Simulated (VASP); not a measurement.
# Ta3N (R-3m) in VASP: relaxation of cell and atoms with PBE

Aim: the relaxation of cell and atoms of Ta3N with PBE.

Everything below comes from runs of VASP 6.6.1. Logs are shortened: lines on timing, memory, paths and dates and some standing lists are left out, and cuts for length are marked.

### Step 1. The cell of the first run

The structure is trigonal, space group R-3m (No. 166). Conventional cell: a = 3.074 Å, b = 3.074 Å, c = 22.011 Å, α = 90.00°, β = 90.00°, γ = 120.00°. Ta (site symmetry 3m) has 3 N at 2.18 Å and 12 Ta at 2.99 to 3.09 Å within 3.1 Å. Ta (site symmetry -3m) has 12 Ta at 2.99 to 3.07 Å within 3.9 Å. N (site symmetry -3m) has 6 Ta at 2.18 Å within 2.9 Å.

The cell was generated, and may not be a known phase.

### Step 2. Relaxation of cell and atoms, PBE

INCAR

```
SYSTEM = Ta3N
PREC = Accurate
ENCUT = 600
EDIFF = 1E-6
ISMEAR = 0
SIGMA = 0.1
LREAL = .FALSE.
LASPH = .TRUE.
NELM = 60
ALGO = Normal
ISIF = 3
LWAVE = .FALSE.
LCHARG = .FALSE.
GGA = PE
IBRION = 2
NSW = 100
EDIFFG = -0.01
LUSENCCL = .FALSE.
```

KPOINTS

```
regular mesh
0
G
  18 18 18
  0 0 0
```

POSCAR

```
Ta3N
1.0
    1.5371318320      0.8874634770      7.3370294506
   -1.5371318320      0.8874634770      7.3370294506
    0.0000000000     -1.7749269539      7.3370294506
Ta N
3 1
Direct
    0.7240937293      0.7240937293      0.7240937293
    0.2759062707      0.2759062707      0.2759062707
    0.5000000000      0.5000000000      0.5000000000
    0.0000000000      0.0000000000      0.0000000000
```

Potentials or basis: VASP PAW PBE potentials, release 64 (Ta_pv, N).

Started as:

```console
> cat potpaw_PBE.64/Ta_pv/POTCAR potpaw_PBE.64/N/POTCAR > POTCAR
> mpirun -np 1 vasp_std > vasp.out
```

OUTCAR:

```text
SYSTEM = Ta3N
   PREC = Accurate
   ENCUT = 600
   EDIFF = 1E-6
   ISMEAR = 0
   LREAL = .FALSE.
   LASPH = .TRUE.
   NELM = 60
   ISIF = 3
   GGA = PE
   IBRION = 2
   NSW = 100
   EDIFFG = -0.01

 ion  position               nearest neighbor table
   1  0.724  0.724  0.724-   4 2.18   4 2.18   4 2.18   3 2.99   3 2.99   3 2.99   2 3.09   2 3.09
                             2 3.09
   2  0.276  0.276  0.276-   4 2.18   4 2.18   4 2.18   3 2.99   3 2.99   3 2.99   1 3.09   1 3.09
                             1 3.09
   3  0.500  0.500  0.500-   2 2.99   1 2.99   2 2.99   2 2.99   1 2.99   1 2.99
   4  0.000  0.000  0.000-   1 2.18   2 2.18   1 2.18   1 2.18   2 2.18   2 2.18

  LATTYP: Found a trigonal (rhomboedric) cell.
 ALAT       =     7.5486665611
 COS(alpha) =     0.9170699850

  Lattice vectors:

 A1 = (   1.5371318320,   0.8874634770,   7.3370294506)
 A2 = (  -1.5371318320,   0.8874634770,   7.3370294506)
 A3 = (   0.0000000000,  -1.7749269539,   7.3370294506)

Analysis of symmetry for initial positions (statically):
=====================================================================
 Subroutine PRICEL returns:
 Original cell was already a primitive cell.

 Routine SETGRP: Setting up the symmetry group for a
 trigonal (rhombohedral) supercell.

 Subroutine GETGRP returns: Found 12 space group operations
 (whereof 12 operations were pure point group operations)
 out of a pool of 12 trial point group operations.

The static configuration has the point symmetry D_3d.

Analysis of symmetry for dynamics (positions and initial velocities):
=====================================================================
 Subroutine PRICEL returns:
 Original cell was already a primitive cell.

 Routine SETGRP: Setting up the symmetry group for a
 trigonal (rhombohedral) supercell.

 Subroutine GETGRP returns: Found 12 space group operations
 (whereof 12 operations were pure point group operations)
 out of a pool of 12 trial point group operations.

The dynamic configuration has the point symmetry D_3d.

 Subroutine INISYM returns: Found 12 space group operations
 (whereof 12 operations are pure point group operations),
 and found     1 'primitive' translations

----------------------------------------------------------------------------------------

                                     Primitive cell

  volume of cell :      60.0528

  direct lattice vectors                    reciprocal lattice vectors
     1.537131832  0.887463477  7.337029451     0.325281143  0.187801156  0.045431647
    -1.537131832  0.887463477  7.337029451    -0.325281143  0.187801156  0.045431647
     0.000000000 -1.774926954  7.337029451     0.000000000 -0.375602312  0.045431647

  length of vectors
     7.548666561  7.548666561  7.548666561     0.378339967  0.378339967  0.378339967

  position of ions in fractional coordinates (direct lattice)
     0.724093729  0.724093729  0.724093729
     0.275906271  0.275906271  0.275906271
     0.500000000  0.500000000  0.500000000
     0.000000000  0.000000000  0.000000000

  ion indices of the primitive-cell ions
   primitive index   ion index
                 1           1
                 2           2
                 3           3
                 4           4

----------------------------------------------------------------------------------------

 KPOINTS: regular mesh

Automatic generation of k-mesh.
 Grid dimensions read from file:
 generate k-points for:   18   18   18

 Generating k-lattice:

  Cartesian coordinates                     Fractional coordinates (reciprocal lattice)
     0.018071175  0.010433398  0.002523980     0.055555556  0.000000000 -0.000000000
    -0.018071175  0.010433398  0.002523980     0.000000000  0.055555556 -0.000000000
     0.000000000 -0.020866795  0.002523980    -0.000000000 -0.000000000  0.055555556

  Length of vectors
     0.021018887  0.021018887  0.021018887

  Shift w.r.t. Gamma in fractional coordinates (k-lattice)
     0.000000000  0.000000000  0.000000000

 Subroutine IBZKPT returns following result:
 ===========================================

 Found    580 irreducible k-points:

 Following reciprocal coordinates:
            Coordinates               Weight
  0.000000  0.000000  0.000000      1.000000
  0.055556  0.000000  0.000000      6.000000
  0.111111  0.000000  0.000000      6.000000
  0.166667  0.000000  0.000000      6.000000
  0.222222  0.000000  0.000000      6.000000
  0.277778  0.000000  0.000000      6.000000
[... 16 lines left out ...]
 -0.277778  0.055556  0.000000     12.000000
 -0.222222  0.055556  0.000000     12.000000
 [... further k-points ...]
   k-points           NKPTS =    580   k-points in BZ     NKDIM =    580   number of bands    NBANDS=     23
   number of dos      NEDOS =    301   number of ions     NIONS =      4
   total plane-waves  NPLWV = 216000
   dimension x,y,z NGX =    60 NGY =   60 NGZ =   60
   dimension x,y,z NGXF=   120 NGYF=  120 NGZF=  120
   ions per type =               3   1
   NGX,Y,Z   is equivalent  to a cutoff of  13.21, 13.21, 13.21 a.u.
   NGXF,Y,Z  is equivalent  to a cutoff of  26.43, 26.43, 26.43 a.u.
 SYSTEM =  Ta3N
   PREC   = accura    normal or accurate (medium, high low for compatibility)
   ISTART =      0    job   : 0-new  1-cont  2-samecut
   ICHARG =      2    charge: 1-file 2-atom 10-const
   ISPIN  =      1    spin polarized calculation?
   LNONCOLLINEAR =      F non collinear calculations
   LSORBIT =      F    spin-orbit coupling
   LASPH  =      T    aspherical Exc in radial PAW
   ENCUT  =  600.0 eV  44.10 Ry    6.64 a.u.  15.08 15.08 15.08*2*pi/ulx,y,z
   NELM   =     60;   NELMIN=  2; NELMDL= -5     # of ELM steps
   EDIFF  = 0.1E-05   stopping-criterion for ELM
   LREAL  =      F    real-space projection
   EDIFFG = -.1E-01   stopping-criterion for IOM
   NSW    =    100    number of steps for IOM
   IBRION =      2    ionic relax: 0-MD 1-quasi-New 2-CG
   NFREE  =      1    steps in history (QN), initial steepest desc. (CG)
   ISIF   =      3    stress and relaxation
   ISYM   =      2    0-nonsym 1-usesym 2-fastsym
   POTIM  = 0.5000    time-step for ionic-motion
   TEBEG  =    0.0;   TEEND  =   0.0 temperature during run
   PSTRESS=    0.0 pullay stress
   NELECT =      38.0000    total number of electrons
   NUPDOWN=      -1.0000    fix difference up-down
   EMIN   =  10.00;   EMAX   =-10.00  energy-range for DOS
   EFERMI =   0.00;   METHOD = LEGACY
   ISMEAR =     0;   SIGMA  =   0.10  broadening in eV -4-tet -1-fermi 0-gaus
   EFERMI_NEDOS =   21; number of points for ismear=-14 and -15
   IALGO  =     38    algorithm
   IMIX   =      4    mixing-type and parameters
     AMIX     =   0.40;   BMIX     =  1.00
     AMIX_MAG =   1.60;   BMIX_MAG =  1.00
  volume/ion in A,a.u.               =      15.01       101.31
  Fermi-wavevector in a.u.,A,eV,Ry     =   1.405481  2.655974 26.876635  1.975377
  Thomas-Fermi vector in A             =   2.527938
   LORBIT       =      0    0 simple, 1 ext, 2 COOP (PROOUT), +10 PAW based schemes
   GGA     = PE    functional components
   LHFCALC =     F    Hartree Fock is set to
   AEXX    =    0.0000 exact exchange contribution
   IVDW    =     0    specifies the selected vdW correction
   LEPSILON=     F    determine dielectric tensor
   LRPA    =     F    only Hartree local field effects (RPA)
 conjugate gradient relaxation of ions
 non-spin polarized calculation
 Gauss-broadening in eV      SIGMA  =   0.10
  energy-cutoff  :      600.00
  volume of cell :       60.05
 maximum number of plane-waves:      2027
   NGX = 31   NGY = 31   NGZ = 31

--------------------------------------- Ionic step        1  -------------------------------------------

 number of electron      38.0000000 magnetization

 Free energy of the ion-electron system (eV)
  ---------------------------------------------------
  ext. energy  EPLUGINS =         0.00000000
  ---------------------------------------------------
  free energy    TOTEN  =       -46.06801768 eV

  energy without entropy =      -46.06031752  energy(sigma->0) =      -46.06416760

------------------------ aborting loop because EDIFF is reached ----------------------------------------

  FORCE on cell =-STRESS in cart. coord.  units (eV):
  Direction    XX          YY          ZZ          XY          YZ          ZX
  --------------------------------------------------------------------------------------
  -------------------------------------------------------------------------------------
  Total        0.2308465      0.2308465     -0.2697562      0.0000000     -0.0000000      0.0000000
  in kB        6.1588667      6.1588667     -7.1969560      0.0000000     -0.0000000      0.0000000
  external PRESSURE =       1.7069258 kB  Pullay stress =       0.0000000 kB
[... 137 lines left out ...]
  energy  without entropy=      -46.0611882475  energy(sigma->0) =      -46.06506672

--------------------------------------- Ionic step        5  -------------------------------------------

 number of electron      38.0000001 magnetization

 Free energy of the ion-electron system (eV)
  ---------------------------------------------------
  ext. energy  EPLUGINS =         0.00000000
  ---------------------------------------------------
  free energy    TOTEN  =       -46.06945525 eV

  energy without entropy =      -46.06174960  energy(sigma->0) =      -46.06560243

 E-fermi :   6.6347     XC(G=0): -12.6766

 val. band max:        6.6312650845   @ k =  -0.2778   0.3333   0.2778
 cond. band min:       6.6405552184   @ k =  -0.3889   0.3333   0.2222
 fundamental gap:      0.0092901339
 Fermi energy:         6.6346870363

 k-point     1 :       0.0000    0.0000    0.0000
  band No.  band energies     occupation
      1     -28.6349      2.00000
      2     -28.3182      2.00000
      3     -28.0708      2.00000
      4     -28.0708      2.00000
      5     -28.0303      2.00000
      6     -28.0303      2.00000
[... 613 lines left out ...]
     22       8.1289      0.00000
     23       8.8166      0.00000

 [... further k-points ...]

------------------------ aborting loop because EDIFF is reached ----------------------------------------

  FORCE on cell =-STRESS in cart. coord.  units (eV):
  Direction    XX          YY          ZZ          XY          YZ          ZX
  --------------------------------------------------------------------------------------
  -------------------------------------------------------------------------------------
  Total       -0.0016780     -0.0016780      0.0168386      0.0000000      0.0000000      0.0000000
  in kB       -0.0447614     -0.0447614      0.4491771      0.0000000      0.0000000      0.0000000
  external PRESSURE =       0.1198847 kB  Pullay stress =       0.0000000 kB
[... 19 lines left out ...]
  FREE ENERGIE OF THE ION-ELECTRON SYSTEM (eV)
  ---------------------------------------------------
  free  energy   TOTEN  =       -46.0694552500 eV

  energy  without entropy=      -46.0617496049  energy(sigma->0) =      -46.06560243

 reached required accuracy - stopping structural energy minimisation
```

It took 72 min on 1 × NVIDIA H100 80GB with 1 thread of AMD EPYC 7R13 (Zen 3), shared host; peak memory 2.1 GiB.

What came out:

| Item | Value |
| --- | --- |
| Free energy | -46.0695 eV |
| Relaxed volume | 15.02 Å³/atom |
| Relaxed cell | a = 7.522 Å, b = 7.522 Å, c = 7.522 Å, α = 23.63°, β = 23.63°, γ = 23.63° |
| Space group after relaxing (to 0.1 Å) | R-3m (No. 166) |
| Energy gained by relaxing | 0.4 meV/atom |
| Ionic steps | 5 |
| Pressure after relaxing | 0.0 GPa |
| Largest force after relaxing | 0.008 eV/Å |
| Band gap on the k mesh | zero (bands 19 and 20 overlap by 0.50 eV) |

Forces in eV/Å, atoms in the order of the input:
```
Ta   0.000  0.000  0.008
Ta   0.000  0.000 -0.008
Ta   0.000  0.000  0.000
N    0.000  0.000  0.000
```

Step by step:
| step | energy change (eV) | largest force (eV/Å) | pressure (GPa) | volume (Å³) |
| --- | --- | --- | --- | --- |
| 1 | 0.0000 | 0.0983 | 0.17 | 60.05 |
| 2 | -0.0012 | 0.0076 | -0.53 | 60.19 |
| 3 | -0.0013 | 0.0105 | -0.42 | 60.17 |
| 4 | -0.0009 | 0.0026 | 0.75 | 59.88 |
| 5 | -0.0014 | 0.0077 | 0.01 | 60.06 |

Final structure:
```yaml
crystal:
  lattice:
    - [1.54024, 0.88926, 7.30857]
    - [-1.54024, 0.88926, 7.30857]
    - [0.00000, -1.77852, 7.30857]
  atoms:
    - { symbol: Ta, position: [0.72430, 0.72430, 0.72430] }
    - { symbol: Ta, position: [0.27570, 0.27570, 0.27570] }
    - { symbol: Ta, position: [0.50000, 0.50000, 0.50000] }
    - { symbol: N, position: [0.00000, 0.00000, 0.00000] }
```

Caveat: spin-orbit coupling is left out, which moves the levels of the heavy elements.
